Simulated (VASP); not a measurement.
## AlNi3: single point with PBEsol

The system is AlNi3.

```
Ni Al
1.0
     0.00000    2.78308    2.78308
     2.78308    0.00000    2.78308
     2.78308    2.78308    0.00000
Ni Al
3 1
Direct
  0.75000 0.75000 0.75000
  0.00000 0.00000 0.00000
  0.25000 0.25000 0.25000
  0.50000 0.50000 0.50000
```

```
Program             : VASP 6.6.1
Task                : single point
Functional          : PBEsol
Potentials or basis : VASP PAW PBE potentials, release 64 (Ni, Al)
Cutoff              : 520 eV
k mesh              : 8 × 8 × 8
Occupations         : fermi-dirac, width 0.05 eV
Spin                : collinear spin, ferromagnetic start
Starting moments    : [1.0, 1.0, 1.0, 0.0] μB
```

```yaml
Pressure: 3.5 GPa
Net_moment: 0.00 μB per cell
Valence_electrons_inside_the_program's_atomic_spheres: Ni 9.50, 9.45; Al 0.83
```

Levels at points of the mesh, in eV from the Fermi level:
Spin up:
```
           k point  band 12  band 13  band 14  band 15  band 16  band 17  band 18  band 19  band 20  band 21
(0.00, 0.00, 0.00)    -0.93    -0.56    -0.56    -0.52    -0.52     5.51     5.51     5.51     6.04     6.04
(0.50, 0.00, 0.00)    -1.77    -0.65    -0.65    -0.48    -0.48    -0.14     4.38     4.38     4.91     4.91
(0.50, 0.50, 0.00)    -1.23    -1.08    -0.76    -0.60    -0.36    -0.35    -0.35    -0.02     4.36     4.82
```
Spin down:
```
           k point  band 14  band 15  band 16  band 17  band 18  band 19
(0.00, 0.00, 0.00)    -0.56    -0.52    -0.52     5.51     5.51     5.51
(0.50, 0.00, 0.00)    -0.65    -0.48    -0.48    -0.14     4.38     4.38
(0.50, 0.50, 0.00)    -0.76    -0.60    -0.36    -0.35    -0.35    -0.02
```

It took 50 s on 1 thread of Intel(R) Xeon(R) 6975P-C (Granite Rapids), on a shared host, peak memory 0.21 GiB.

Caveat: the PAW data sets were made with another functional, which shifts forces and pressure a little.
